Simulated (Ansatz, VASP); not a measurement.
Ti3Al in VASP and in Ansatz

```
Ti Al
1.0
     2.92168    0.00000    0.00000
    -1.46084    2.53025    0.00000
     0.00000    0.00000    8.97512
Ti Al
3 1
Direct
  0.66667 0.33333 0.00000
  0.33333 0.66667 0.76759
  0.33333 0.66667 0.23241
  0.66667 0.33333 0.50000
```

Alike in both runs: task single point; functional PBEsol; k mesh 15 × 15 × 6; occupations gaussian, width 0.15 eV; no spin polarisation.

|  | VASP | Ansatz |
| --- | --- | --- |
| version | VASP 6.6.1 | Ansatz 0.2.0 |
| potentials or method | VASP PAW PBE potentials, release 64 (Ti_sv, Al), cutoff 520 eV | scalar-relativistic, plane waves, PAW |
| valence electrons in the cell | 39 | 39 |

Ansatz gave:

- gap on the k mesh at the Fermi level (eV): none
- pressure (GPa): 1.7
- traceless stress, the component that is largest in VASP (GPa): 2.79
- rms of the force components (eV/Å): 0.556

What did VASP give for the same quantities?

gap on the k mesh at the Fermi level (eV): none; pressure (GPa): 1.6; traceless stress, the component that is largest in VASP (GPa): 2.83; rms of the force components (eV/Å): 0.550.

VASP's potentials were made for PBE, not for PBEsol, and Ansatz warns of the same on its side. Atom by atom the forces differ by 0.006 eV/Å (rms over components). A gap of «none» marks a metal or a gap that the smearing closes. The functional is the same, so the differences come from potentials, cutoffs and numerics.
